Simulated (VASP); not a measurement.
# Sn3PbS4 (Pm) in VASP: single point with PBE

Aim: the single point of Sn3PbS4 with PBE.

Everything below comes from runs of VASP 6.6.1. Logs are shortened: lines on timing, memory, paths and dates and some standing lists are left out, and cuts for length are marked.

### Step 1. The cell of the first run

Symmetry: Pm, No. 6, monoclinic system. Conventional cell: a = 5.959 Å, b = 4.190 Å, c = 8.396 Å, α = 90.00°, β = 90.00°, γ = 90.00°. Within 3.7 Å of Sn (site symmetry m) lie 6 S at 2.81 to 3.17 Å. Sn (site symmetry m) has 6 S at 2.81 to 3.17 Å within 3.7 Å. Sn (site symmetry m) has 6 S at 2.81 to 3.17 Å within 3.7 Å. Pb (site symmetry m) has 6 S at 2.81 to 3.17 Å within 3.7 Å. Within 3.7 Å of S (site symmetry m) lie 4 Sn at 2.81 to 3.17 Å and 2 Pb at 3.14 Å. Within 3.7 Å of S (site symmetry m) lie 4 Sn at 2.81 to 3.17 Å and 2 Pb at 2.83 Å. Within 3.7 Å of S (site symmetry m) lie 2 Pb at 2.81 to 3.17 Å and 4 Sn at 2.83 to 3.14 Å. S (site symmetry m) has 6 Sn at 2.81 to 3.17 Å within 3.7 Å.

### Step 2. Single point, PBE

INCAR

```
SYSTEM = Sn3PbS4
PREC = Accurate
ENCUT = 520
EDIFF = 1E-6
ISMEAR = 0
SIGMA = 0.1
LREAL = .FALSE.
LASPH = .TRUE.
NELM = 100
ALGO = Normal
ISIF = 2
LWAVE = .FALSE.
LCHARG = .FALSE.
GGA = PE
NBANDS = 50
```

KPOINTS

```
regular mesh
0
G
  4 4 2
  0 0 0
```

POSCAR

```
Sn3PbS4
1.0
    5.9593196400      0.0000000000      0.0000000000
    0.0000000000      4.1898899900      0.0000000000
    0.0000000000      0.0000000000      8.3960064600
Sn Pb S
3 1 4
Direct
    0.7643010000      0.0000000000      0.6234890000
    0.2643010000      0.5000000000      0.8765110000
    0.2356990000      0.5000000000      0.3765110000
    0.7356990000      0.0000000000      0.1234890000
    0.7947430000      0.5000000000      0.8483530200
    0.7052570000      0.5000000000      0.3483530200
    0.2052570000      0.0000000000      0.1516469800
    0.2947430000      0.0000000000      0.6516469800
```

Potentials or basis: VASP PAW PBE potentials, release 64 (Sn_d, Pb_d, S).

Run with:

```bash
cat potpaw_PBE.64/Sn_d/POTCAR potpaw_PBE.64/Pb_d/POTCAR potpaw_PBE.64/S/POTCAR > POTCAR
mpirun -np 1 vasp_std > vasp.out
```

OUTCAR:

```text
SYSTEM = Sn3PbS4
   PREC = Accurate
   ENCUT = 520
   EDIFF = 1E-6
   ISMEAR = 0
   LREAL = .FALSE.
   LASPH = .TRUE.
   NELM = 100
   ISIF = 2
   GGA = PE

 ion  position               nearest neighbor table
   1  0.764  0.000  0.623-   8 2.81   5 2.83   5 2.83   6 3.14   6 3.14   8 3.17
   2  0.264  0.500  0.877-   5 2.81   8 2.83   8 2.83   7 3.14   7 3.14   5 3.17
   3  0.236  0.500  0.377-   6 2.81   7 2.83   7 2.83   8 3.14   8 3.14   6 3.17
   4  0.736  0.000  0.123-   7 2.81   6 2.83   6 2.83   5 3.14   5 3.14   7 3.17
   5  0.795  0.500  0.848-   2 2.81   1 2.83   1 2.83   4 3.14   4 3.14   2 3.17
   6  0.705  0.500  0.348-   3 2.81   4 2.83   4 2.83   1 3.14   1 3.14   3 3.17
   7  0.205  0.000  0.152-   4 2.81   3 2.83   3 2.83   2 3.14   2 3.14   4 3.17
   8  0.295  0.000  0.652-   1 2.81   2 2.83   2 2.83   3 3.14   3 3.14   1 3.17

  LATTYP: Found a simple orthorhombic cell.
 ALAT       =     4.1898899900
 B/A-ratio  =     1.4223093337
 C/A-ratio  =     2.0038727699

  Lattice vectors:

 A1 = (   0.0000000000,  -4.1898899900,   0.0000000000)
 A2 = (   5.9593196400,   0.0000000000,   0.0000000000)
 A3 = (   0.0000000000,   0.0000000000,   8.3960064600)

Analysis of symmetry for initial positions (statically):
=====================================================================
 Subroutine PRICEL returns:
 Original cell was already a primitive cell.

 Routine SETGRP: Setting up the symmetry group for a
 simple orthorhombic supercell.

 Subroutine GETGRP returns: Found  2 space group operations
 (whereof  2 operations were pure point group operations)
 out of a pool of  8 trial point group operations.

The static configuration has the point symmetry C_1h.

Analysis of symmetry for dynamics (positions and initial velocities):
=====================================================================
 Subroutine PRICEL returns:
 Original cell was already a primitive cell.

 Routine SETGRP: Setting up the symmetry group for a
 simple orthorhombic supercell.

 Subroutine GETGRP returns: Found  2 space group operations
 (whereof  2 operations were pure point group operations)
 out of a pool of  8 trial point group operations.

The dynamic configuration has the point symmetry C_1h.

 Subroutine INISYM returns: Found  2 space group operations
 (whereof  2 operations are pure point group operations),
 and found     1 'primitive' translations

----------------------------------------------------------------------------------------

                                     Primitive cell

  volume of cell :     209.6390
[... 102 lines left out ...]
   POTIM  = 0.5000    time-step for ionic-motion
   TEBEG  =    0.0;   TEEND  =   0.0 temperature during run
   PSTRESS=    0.0 pullay stress
   NELECT =      80.0000    total number of electrons
   NUPDOWN=      -1.0000    fix difference up-down
   EMIN   =  10.00;   EMAX   =-10.00  energy-range for DOS
   EFERMI =   0.00;   METHOD = LEGACY
   ISMEAR =     0;   SIGMA  =   0.10  broadening in eV -4-tet -1-fermi 0-gaus
   EFERMI_NEDOS =   21; number of points for ismear=-14 and -15
   IALGO  =     38    algorithm
   IMIX   =      4    mixing-type and parameters
     AMIX     =   0.40;   BMIX     =  1.00
     AMIX_MAG =   1.60;   BMIX_MAG =  1.00
  volume/ion in A,a.u.               =      26.20       176.84
  Fermi-wavevector in a.u.,A,eV,Ry     =   1.187447  2.243949 19.184619  1.410030
  Thomas-Fermi vector in A             =   2.323598
   LORBIT       =      0    0 simple, 1 ext, 2 COOP (PROOUT), +10 PAW based schemes
   GGA     = PE    functional components
   LHFCALC =     F    Hartree Fock is set to
   AEXX    =    0.0000 exact exchange contribution
   IVDW    =     0    specifies the selected vdW correction
   LEPSILON=     F    determine dielectric tensor
   LRPA    =     F    only Hartree local field effects (RPA)
 non-spin polarized calculation
 Gauss-broadening in eV      SIGMA  =   0.10
  energy-cutoff  :      520.00
  volume of cell :      209.64
 maximum number of plane-waves:      5668
 NGX is ok and might be reduce to    48
   NGX = 23   NGY = 15   NGZ = 31

 number of electron      79.9999984 magnetization

 Free energy of the ion-electron system (eV)
  ---------------------------------------------------
  ext. energy  EPLUGINS =         0.00000000
  ---------------------------------------------------
  free energy    TOTEN  =       -34.99586444 eV

  energy without entropy =      -34.99291529  energy(sigma->0) =      -34.99438986

 E-fermi :   5.8818     XC(G=0):  -9.5220

 val. band max:        5.8083454313   @ k =   0.5000   0.5000   0.0000
 cond. band min:       5.9614903807   @ k =   0.5000   0.5000   0.0000
 fundamental gap:      0.1531449495
 Fermi energy:         5.8818306413

 k-point     1 :       0.0000    0.0000    0.0000
  band No.  band energies     occupation
      1     -15.8637      2.00000
      2     -15.8527      2.00000
      3     -15.8507      2.00000
      4     -15.8456      2.00000
      5     -15.8438      2.00000
      6     -15.8431      2.00000
[... 943 lines left out ...]
     49       9.7031      0.00000
     50       9.7754      0.00000

------------------------ aborting loop because EDIFF is reached ----------------------------------------

  FORCE on cell =-STRESS in cart. coord.  units (eV):
  Direction    XX          YY          ZZ          XY          YZ          ZX
  --------------------------------------------------------------------------------------
  -------------------------------------------------------------------------------------
  Total       -1.3902443     -0.8698969     -0.4791739      0.0000000      0.0000000      0.0672497
  in kB      -10.6250174     -6.6482338     -3.6621124      0.0000000      0.0000000      0.5139596
  external PRESSURE =      -6.9784545 kB  Pullay stress =       0.0000000 kB

 VOLUME and BASIS-vectors are now :
 -----------------------------------------------------------------------------
  energy-cutoff  :      520.00
  volume of cell :      209.64
      direct lattice vectors                 reciprocal lattice vectors
     5.959319640  0.000000000  0.000000000     0.167804391  0.000000000  0.000000000
     0.000000000  4.189889990  0.000000000     0.000000000  0.238669751  0.000000000
     0.000000000  0.000000000  8.396006460     0.000000000  0.000000000  0.119104244

 POSITION                                       TOTAL-FORCE (eV/Angst)
 -----------------------------------------------------------------------------------
      4.55471      0.00000      5.23482        -0.153187      0.000000      0.143785
      1.57505      2.09494      7.35919        -0.176419      0.000000     -0.252108
      1.40461      2.09494      3.16119         0.192326      0.000000     -0.219691
      4.38427      0.00000      1.03681        -0.106351      0.000000     -0.073094
      4.73613      2.09494      7.12278         0.179046      0.000000     -0.245405
      4.20285      2.09494      2.92477        -0.259005      0.000000      0.311516
      1.22319      0.00000      1.27323         0.161884      0.000000      0.169089
      1.75647      0.00000      5.47123         0.161706      0.000000      0.165908
 -----------------------------------------------------------------------------------
    total drift:                               -0.000493      0.000000      0.000136

  FREE ENERGIE OF THE ION-ELECTRON SYSTEM (eV)
  ---------------------------------------------------
  free  energy   TOTEN  =       -34.9958644399 eV

  energy  without entropy=      -34.9929152880  energy(sigma->0) =      -34.99438986
```

OSZICAR:

```text
N       E                     dE             d eps       ncg     rms          rms(c)
DAV:   1     0.918251866994E+03    0.91825E+03   -0.36296E+04  1882   0.200E+03
DAV:   2     0.132703824710E+03   -0.78555E+03   -0.75874E+03  1808   0.581E+02
DAV:   3    -0.237112410260E+02   -0.15642E+03   -0.14865E+03  2198   0.220E+02
DAV:   4    -0.360886037034E+02   -0.12377E+02   -0.12095E+02  2158   0.616E+01
DAV:   5    -0.366552624906E+02   -0.56666E+00   -0.56441E+00  2632   0.139E+01    0.990E+00
DAV:   6    -0.349494972054E+02    0.17058E+01   -0.38334E+00  2414   0.915E+00    0.688E+00
DAV:   7    -0.349911023240E+02   -0.41605E-01   -0.92060E-01  2352   0.306E+00    0.360E+00
DAV:   8    -0.349980404346E+02   -0.69381E-02   -0.85227E-02  2440   0.198E+00    0.391E-01
DAV:   9    -0.349949785365E+02    0.30619E-02   -0.16242E-02  2512   0.759E-01    0.172E-01
DAV:  10    -0.349956807267E+02   -0.70219E-03   -0.21277E-03  2206   0.189E-01    0.915E-02
DAV:  11    -0.349958601957E+02   -0.17947E-03   -0.32267E-04  2576   0.104E-01    0.238E-02
DAV:  12    -0.349958631099E+02   -0.29142E-05   -0.24634E-05  2188   0.278E-02    0.118E-02
DAV:  13    -0.349958644077E+02   -0.12978E-05   -0.41780E-06  1784   0.146E-02    0.357E-03
DAV:  14    -0.349958644399E+02   -0.32253E-07   -0.65531E-07  1334   0.482E-03
   1 F= -.34995864E+02 E0= -.34994390E+02  d E =-.294915E-02
```

Wall time 4.1 min (1 thread of AMD EPYC 7R43 (Zen 3), shared host); peak memory 0.35 GiB.

What came out:

- Free energy: -34.9959 eV
- Pressure: -0.7 GPa
- Largest force: 0.405 eV/Å
- Band gap on the k mesh: 0.15 eV, direct

Forces in eV/Å, atoms in the order of the input:
```
Sn  -0.153  0.000  0.144
Sn  -0.176  0.000 -0.252
Sn   0.192  0.000 -0.220
Pb  -0.106  0.000 -0.073
S    0.179  0.000 -0.245
S   -0.259  0.000  0.312
S    0.162  0.000  0.169
S    0.162  0.000  0.166
```

Caveat: spin-orbit coupling is left out, which moves the levels of the heavy elements.
